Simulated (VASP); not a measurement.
A run of VASP 6.6.1 is set up as follows.

File INCAR:

```
SYSTEM = MgF2
ALGO = Normal
EDIFF = 1E-6
ENCUT = 600
GGA = PE
GGA_COMPAT = .False.
ISIF = 2
ISMEAR = 0
LASPH = .True.
LCHARG = .False.
LREAL = .False.
LWAVE = .False.
NBANDS = 25
NELM = 120
PREC = Accurate
SIGMA = 0.05
```

File KPOINTS:

```
k-points
0
Gamma
  6 6 10
  0 0 0
```

Contents of POSCAR:

```
MgF2
1.0
    4.7670656984      0.0000000000      0.0000000000
    0.0000000000      4.7670656984      0.0000000000
    0.0000000000      0.0000000000      3.1237198553
Mg F
2 4
Direct
    0.0000000000      0.0000000000      0.0000000000
    0.5000000000      0.5000000000      0.5000000000
    0.3045687413      0.3045687413      0.0000000000
    0.1954312587      0.8045687413      0.5000000000
    0.6954312587      0.6954312587      0.0000000000
    0.8045687413      0.1954312587      0.5000000000
```

Potentials or basis: VASP PAW PBE potentials, release 64 (Mg, F).

Launch:

```sh
$ cat potpaw_PBE.64/Mg/POTCAR potpaw_PBE.64/F/POTCAR > POTCAR
$ mpirun -np 1 vasp_std > vasp.out
```

Question: Predict the largest force.

Answer: 0.003 eV/Å.

Question: Predict the pressure.

Answer: -4.2 GPa.

Forces on the atoms (eV/Å):
```
Mg   0.000  0.000  0.000
Mg   0.000  0.000  0.000
F    0.002  0.002  0.000
F   -0.002  0.002  0.000
F   -0.002 -0.002  0.000
F    0.002 -0.002  0.000
```

Caveat: the cell stands under tension.
